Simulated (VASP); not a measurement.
Wanted: the native input for a VASP 6.6.1 run.

```
Task                   : single point
Functional             : r2SCAN
Potentials or basis    : VASP PAW PBE potentials, release 64 (Ga_d, P, In_d)
Cutoff                 : 520 eV
k mesh                 : 4 × 4 × 4
Occupations            : gaussian, width 0.01 eV
Spin                   : no spin polarisation
Dipole correction      : no
Further INCAR settings : ALGO = Normal; EDIFF = 1e-07; NBANDS = 46
```

The system is In3GaP4.

```
Ga P In
1.0
     5.79239    0.00000    0.00000
     0.00000    5.79239    0.00000
     0.00000    0.00000    5.79239
Ga P In
1 4 3
Direct
  0.00000 0.00000 0.00000
  0.23886 0.23886 0.23886
  0.76114 0.76114 0.23886
  0.76114 0.23886 0.76114
  0.23886 0.76114 0.76114
  0.50000 0.50000 0.00000
  0.50000 0.00000 0.50000
  0.00000 0.50000 0.50000
```

One way to write it, as run:

POSCAR

```
In3GaP4
1.0
    5.7923851571      0.0000000000      0.0000000000
    0.0000000000      5.7923851571      0.0000000000
    0.0000000000      0.0000000000      5.7923851571
Ga P In
1 4 3
Direct
    0.0000000000      0.0000000000      0.0000000000
    0.2388565405      0.2388565405      0.2388565405
    0.7611434595      0.7611434595      0.2388565405
    0.7611434595      0.2388565405      0.7611434595
    0.2388565405      0.7611434595      0.7611434595
    0.5000000000      0.5000000000      0.0000000000
    0.5000000000      0.0000000000      0.5000000000
    0.0000000000      0.5000000000      0.5000000000
```

INCAR.step1

```
PREC = Accurate
ENCUT = 520
ISMEAR = 0
SIGMA = 0.01
LREAL = F
LASPH = T
NELM = 100
NBANDS = 46
GGA = PE
ALGO = Normal
EDIFF = 1E-4
LWAVE = T
LCHARG = F
```

INCAR.step2

```
PREC = Accurate
ENCUT = 520
EDIFF = 1E-7
ISMEAR = 0
SIGMA = 0.01
LREAL = F
LASPH = T
NELM = 100
ALGO = Normal
ISIF = 2
LWAVE = F
LCHARG = F
METAGGA = R2SCAN
LMIXTAU = T
NBANDS = 46
ISTART = 1
```

KPOINTS

```
Automatic mesh
0
Gamma
  4 4 4
```

Potentials or basis: VASP PAW PBE potentials, release 64 (Ga_d, P, In_d).

Command:

```sh
$ cat potpaw_PBE.64/Ga_d/POTCAR potpaw_PBE.64/P/POTCAR potpaw_PBE.64/In_d/POTCAR > POTCAR
$ cp INCAR.step1 INCAR
$ mpirun -np 1 vasp_std > vasp.out
$ cp INCAR.step2 INCAR
$ mpirun -np 1 vasp_std > vasp.out
```

Results of the run:

| Property | Result |
| --- | --- |
| Pressure | -0.1 GPa |
| Largest force | 0.007 eV/Å |
| Band gap on the k mesh | 1.22 eV |

Caveat: the PAW data sets were made with another functional, which shifts forces and pressure a little; spin-orbit coupling is left out, which moves the levels of the heavy elements.

Wall time 3.2 min on 1 thread of Intel(R) Xeon(R) 6975P-C (Granite Rapids), with other jobs on the host, peak memory 0.4 GiB.
